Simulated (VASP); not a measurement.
# Si (a cell with a defect) in VASP: further runs

The runs below take Si (a cell with a defect) through single point, with PBEsol.

All numbers are computed with VASP 6.6.1; they aren't measurements. Logs are shortened: lines on timing, memory, paths and dates and some standing lists are left out, and cuts for length are marked.

## 1. The cell of the first run

The cell holds a defect, 17 atoms: a = 7.679 Å, b = 7.679 Å, c = 7.679 Å, α = 60.00°, β = 60.00°, γ = 60.00°.

## 2. Single point, PBEsol

INCAR

```
PREC = Accurate
ENCUT = 520
EDIFF = 1E-6
ISMEAR = 0
SIGMA = 0.02
LREAL = Auto
LASPH = T
NELM = 60
ALGO = Normal
ISIF = 2
LWAVE = F
LCHARG = T
GGA = PS
LELF = T
LVHAR = T
NBANDS = 48
```

KPOINTS

```
Automatic mesh
0
Gamma
  2 2 2
```

POSCAR

```
Si
1.0
    0.0000000000      5.4300000000      5.4300000000
    5.4300000000      0.0000000000      5.4300000000
    5.4300000000      5.4300000000      0.0000000000
Si
17
Direct
    0.0027108937      0.0025853425     -0.0066098045
    0.1288347307      0.1287791826      0.1212777684
    0.0027236685      0.0025292392      0.5014981480
    0.1255723481      0.1252634673      0.6246448852
   -0.0012838686      0.5012681561      0.0001856888
    0.1281099000      0.6224277108      0.1219179750
    0.0022289415      0.4940057458      0.5020131795
    0.1282137055      0.6223254475      0.6278306241
    0.5013775881     -0.0012741796      0.0001001624
    0.6225766294      0.1280157377      0.1218933831
    0.4943128208      0.0020336222      0.5019283217
    0.6225347428      0.1280655872      0.6277422447
    0.5007063042      0.5005558313      0.0001980690
    0.6251440007      0.6251237568      0.1249284659
    0.5008089461      0.5006103481      0.4986265606
    0.6222870224      0.6221247775      0.6278800820
    0.8757481262      0.8754106271      0.3745739460
```

Potentials or basis: VASP PAW PBE potentials, release 64 (Si).

Run with:

```console
cat potpaw_PBE.64/Si/POTCAR > POTCAR
mpirun -np 1 vasp_std > vasp.out
```

OUTCAR:

```text
PREC = Accurate
   ENCUT = 520
   EDIFF = 1E-6
   ISMEAR = 0
   LREAL = Auto
   LASPH = T
   NELM = 60
   ISIF = 2
   GGA = PS

 ion  position               nearest neighbor table
   1  0.003  0.003  0.993-   4 2.31  10 2.38   6 2.38   2 2.38  17 2.39
   2  0.129  0.129  0.121-   5 2.34   9 2.34   1 2.38   3 2.38  17 2.75
   3  0.003  0.003  0.501-   4 2.31  12 2.38   8 2.38   2 2.38  17 2.39
   4  0.126  0.125  0.625-   3 2.31  11 2.31   7 2.31   1 2.31
   5  0.999  0.501  0.000-   6 2.33   8 2.33   2 2.34  14 2.34
   6  0.128  0.622  0.122-   5 2.33  13 2.34   7 2.38   1 2.38  17 2.75
   7  0.002  0.494  0.502-   4 2.31  16 2.38   6 2.38   8 2.38  17 2.39
   8  0.128  0.622  0.628-   5 2.33  15 2.34   7 2.38   3 2.38  17 2.75
   9  0.501  0.999  0.000-  10 2.33  12 2.33   2 2.34  14 2.34
  10  0.623  0.128  0.122-   9 2.33  13 2.34  11 2.38   1 2.38  17 2.75
  11  0.494  0.002  0.502-   4 2.31  16 2.38  10 2.38  12 2.38  17 2.39
  12  0.623  0.128  0.628-   9 2.33  15 2.34  11 2.38   3 2.38  17 2.75
  13  0.501  0.501  0.000-  16 2.33  10 2.34   6 2.34  14 2.34
  14  0.625  0.625  0.125-   5 2.34   9 2.34  15 2.34  13 2.34
  15  0.501  0.501  0.499-  16 2.33  12 2.34   8 2.34  14 2.34
  16  0.622  0.622  0.628-  15 2.33  13 2.33  11 2.38   7 2.38  17 2.75
  17  0.876  0.875  0.375-   3 2.39   1 2.39   7 2.39  11 2.39   6 2.75   8 2.75  12 2.75  10 2.75
                             2 2.75  16 2.75

  LATTYP: Found a face centered cubic cell.
 ALAT       =    10.8600000000

  Lattice vectors:

 A1 = (   0.0000000000,   5.4300000000,   5.4300000000)
 A2 = (   5.4300000000,   0.0000000000,   5.4300000000)
 A3 = (   5.4300000000,   5.4300000000,   0.0000000000)

Analysis of symmetry for initial positions (statically):
=====================================================================
 Subroutine PRICEL returns:
 Original cell was already a primitive cell.

 Routine SETGRP: Setting up the symmetry group for a
 face centered cubic supercell.

 Subroutine GETGRP returns: Found  1 space group operations
 (whereof  1 operations were pure point group operations)
 out of a pool of 48 trial point group operations.

The static configuration has the point symmetry C_1 .

Analysis of symmetry for dynamics (positions and initial velocities):
=====================================================================
 Subroutine PRICEL returns:
 Original cell was already a primitive cell.

 Routine SETGRP: Setting up the symmetry group for a
 face centered cubic supercell.

 Subroutine GETGRP returns: Found  1 space group operations
[... 123 lines left out ...]
   ISYM   =      2    0-nonsym 1-usesym 2-fastsym
   POTIM  = 0.5000    time-step for ionic-motion
   TEBEG  =    0.0;   TEEND  =   0.0 temperature during run
   PSTRESS=    0.0 pullay stress
   NELECT =      68.0000    total number of electrons
   NUPDOWN=      -1.0000    fix difference up-down
   EMIN   =  10.00;   EMAX   =-10.00  energy-range for DOS
   EFERMI =   0.00;   METHOD = LEGACY
   ISMEAR =     0;   SIGMA  =   0.02  broadening in eV -4-tet -1-fermi 0-gaus
   EFERMI_NEDOS =   21; number of points for ismear=-14 and -15
   IALGO  =     38    algorithm
   IMIX   =      4    mixing-type and parameters
     AMIX     =   0.40;   BMIX     =  1.00
     AMIX_MAG =   1.60;   BMIX_MAG =  1.00
  volume/ion in A,a.u.               =      18.84       127.11
  Fermi-wavevector in a.u.,A,eV,Ry     =   0.976715  1.845724 12.979587  0.953973
  Thomas-Fermi vector in A             =   2.107356
   LORBIT       =      0    0 simple, 1 ext, 2 COOP (PROOUT), +10 PAW based schemes
   GGA     = PS    functional components
   LHFCALC =     F    Hartree Fock is set to
   AEXX    =    0.0000 exact exchange contribution
   IVDW    =     0    specifies the selected vdW correction
   LEPSILON=     F    determine dielectric tensor
   LRPA    =     F    only Hartree local field effects (RPA)
 non-spin polarized calculation
 Gauss-broadening in eV      SIGMA  =   0.02
  energy-cutoff  :      520.00
  volume of cell :      320.21
 maximum number of plane-waves:      8646
 NGX is ok and might be reduce to    60
   NGX = 29   NGY = 29   NGZ = 29

 number of electron      68.0000001 magnetization

 Free energy of the ion-electron system (eV)
  ---------------------------------------------------
  ext. energy  EPLUGINS =         0.00000000
  ---------------------------------------------------
  free energy    TOTEN  =       -93.92163549 eV

  energy without entropy =      -93.91769135  energy(sigma->0) =      -93.91966342

 E-fermi :   6.8057     XC(G=0):  -9.8055

 val. band max:        6.5668431626   @ k =   0.0000   0.0000   0.0000
 cond. band min:       6.8111001990   @ k =   0.5000   0.5000   0.0000
 fundamental gap:      0.2442570364
 Fermi energy:         6.8057496969

 k-point     1 :       0.0000    0.0000    0.0000
  band No.  band energies     occupation
      1      -6.3882      2.00000
      2      -3.8282      2.00000
      3      -3.6843      2.00000
      4      -3.6831      2.00000
      5      -3.6824      2.00000
      6      -2.8681      2.00000
[... 381 lines left out ...]
     45      10.0364      0.00000
     46      10.0377      0.00000
 [bands above 46 left out]

------------------------ aborting loop because EDIFF is reached ----------------------------------------

  FORCE on cell =-STRESS in cart. coord.  units (eV):
  Direction    XX          YY          ZZ          XY          YZ          ZX
  --------------------------------------------------------------------------------------
  -------------------------------------------------------------------------------------
  Total        7.0581741      7.0539097      6.9962300      0.0484664      0.0038997      0.0145116
  in kB       35.3161590     35.2948220     35.0062164      0.2425055      0.0195127      0.0726098
  external PRESSURE =      35.2057325 kB  Pullay stress =       0.0000000 kB

 VOLUME and BASIS-vectors are now :
 -----------------------------------------------------------------------------
  energy-cutoff  :      520.00
  volume of cell :      320.21
      direct lattice vectors                 reciprocal lattice vectors
     0.000000000  5.430000000  5.430000000    -0.092081031  0.092081031  0.092081031
     5.430000000  0.000000000  5.430000000     0.092081031 -0.092081031  0.092081031
     5.430000000  5.430000000  0.000000000     0.092081031  0.092081031 -0.092081031

 POSITION                                       TOTAL-FORCE (eV/Angst)
 -----------------------------------------------------------------------------------
      5.40815      5.40883      0.02876        -0.006785     -0.006652      0.008798
      1.35781      1.35811      1.39884        -0.000767      0.002835     -0.015539
      2.73687      2.73792      0.02852         0.009387      0.009200      0.010019
      4.07200      4.07368      1.36204         0.001412     -0.000576     -0.004256
      2.72289      5.42404      8.14491        -0.007463      0.001748     -0.011698
      4.04180      1.35765      4.07542         0.003890      0.007623      0.013332
[... 9 lines left out ...]
      6.78753      6.78841      6.75716         0.001283      0.002556      0.011619
      6.78742      6.78925      9.50879        -0.002005     -0.003089     -0.008441
 -----------------------------------------------------------------------------------
    total drift:                               -0.001951     -0.004746     -0.013934

  FREE ENERGIE OF THE ION-ELECTRON SYSTEM (eV)
  ---------------------------------------------------
  free  energy   TOTEN  =       -93.9216354937 eV

  energy  without entropy=      -93.9176913475  energy(sigma->0) =      -93.91966342
```

OSZICAR:

```text
N       E                     dE             d eps       ncg     rms          rms(c)
DAV:   1     0.157491817958E+03    0.15749E+03   -0.26084E+04   768   0.117E+03
DAV:   2    -0.812601852437E+02   -0.23875E+03   -0.22688E+03   952   0.171E+02
DAV:   3    -0.955378845344E+02   -0.14278E+02   -0.13938E+02   984   0.369E+01
DAV:   4    -0.958383162269E+02   -0.30043E+00   -0.29888E+00   952   0.656E+00
DAV:   5    -0.958456166935E+02   -0.73005E-02   -0.72960E-02   952   0.973E-01    0.149E+01
DAV:   6    -0.944803425537E+02    0.13653E+01   -0.95255E-01   896   0.287E+00    0.893E+00
DAV:   7    -0.939184961306E+02    0.56185E+00   -0.13189E+00   888   0.328E+00    0.781E-01
DAV:   8    -0.939213610126E+02   -0.28649E-02   -0.65878E-02   888   0.942E-01    0.427E-01
DAV:   9    -0.939213003557E+02    0.60657E-04   -0.39750E-03   920   0.221E-01    0.202E-01
DAV:  10    -0.939215984114E+02   -0.29806E-03   -0.96286E-04   888   0.973E-02    0.723E-02
DAV:  11    -0.939216298714E+02   -0.31460E-04   -0.14705E-04   928   0.442E-02    0.277E-02
DAV:  12    -0.939216358878E+02   -0.60163E-05   -0.97202E-06   936   0.114E-02    0.767E-03
DAV:  13    -0.939216354937E+02    0.39406E-06   -0.25347E-06   688   0.516E-03
   1 F= -.93921635E+02 E0= -.93919663E+02  d E =-.394415E-02
```

stdout:

```text
POSCAR found type information on POSCAR Si
 POSCAR found :  1 types and      17 ions
 scaLAPACK will be used
 -----------------------------------------------------------------------------
|                                                                             |
|                                                                             |
|     You enforced a specific xc type in the INCAR file but a different       |
|     I HOPE YOU KNOW WHAT YOU ARE DOING!                                     |
|                                                                             |
 -----------------------------------------------------------------------------

 LDA part: xc-table for (Slater+PW92), standard interpolation
 POSCAR, INCAR and KPOINTS ok, starting setup
 FFT: planning ... GRIDC
 FFT: planning ... GRID_SOFT
 FFT: planning ... GRID
 WAVECAR not read
 entering main loop
```

Wall time 7 min (1 thread of Intel Xeon Platinum 8488C (Sapphire Rapids), shared host); peak memory 0.46 GiB.

What came out:

| Quantity | Value |
| --- | --- |
| Free energy | -93.9216 eV |
| Pressure | 3.5 GPa |
| Largest force | 0.018 eV/Å |
| Band gap on the k mesh | zero (band 34 reaches 6.81 eV, above the bottom of band 35 at 6.56 eV) |

Forces on the atoms (eV/Å):
```
Si  -0.007 -0.007  0.009
Si  -0.001  0.003 -0.016
Si   0.009  0.009  0.010
Si   0.001 -0.001 -0.004
Si  -0.007  0.002 -0.012
Si   0.004  0.008  0.013
Si  -0.007  0.008 -0.004
Si  -0.005 -0.006  0.012
Si   0.002 -0.008 -0.015
Si   0.005  0.005  0.012
Si   0.008 -0.007 -0.004
Si  -0.005 -0.002  0.012
Si   0.013  0.009 -0.004
Si   0.000 -0.001 -0.003
Si  -0.009 -0.013 -0.009
Si   0.001  0.003  0.012
Si  -0.002 -0.003 -0.008
```

Levels at points of the mesh, in eV from the Fermi level:
```tsv
k point	band 32	band 33	band 34	band 35	band 36	band 37
(0.00, 0.00, 0.00)	-0.78	-0.77	-0.25	-0.24	-0.24	0.03
(0.50, 0.00, 0.00)	-1.37	-1.36	-0.34	0.51	0.51	0.86
(0.00, 0.50, 0.00)	-1.37	-1.36	-0.34	0.51	0.51	0.86
(0.00, 0.00, 0.50)	-1.37	-1.37	-0.34	0.51	0.52	0.86
(0.50, 0.50, 0.50)	-1.37	-1.37	-0.34	0.51	0.52	0.86
(0.50, 0.50, 0.00)	-1.83	-0.97	0.01	0.71	1.03	1.04
(0.00, 0.50, 0.50)	-1.83	-0.97	0.01	0.71	1.03	1.04
(0.50, 0.00, 0.50)	-1.83	-0.97	0.01	0.71	1.03	1.04
```

Caveat: the k points lie up to 0.50 Å⁻¹ apart; the PAW data sets were made with another functional, which shifts forces and pressure a little.

(Part 1 of 2 ends here.)
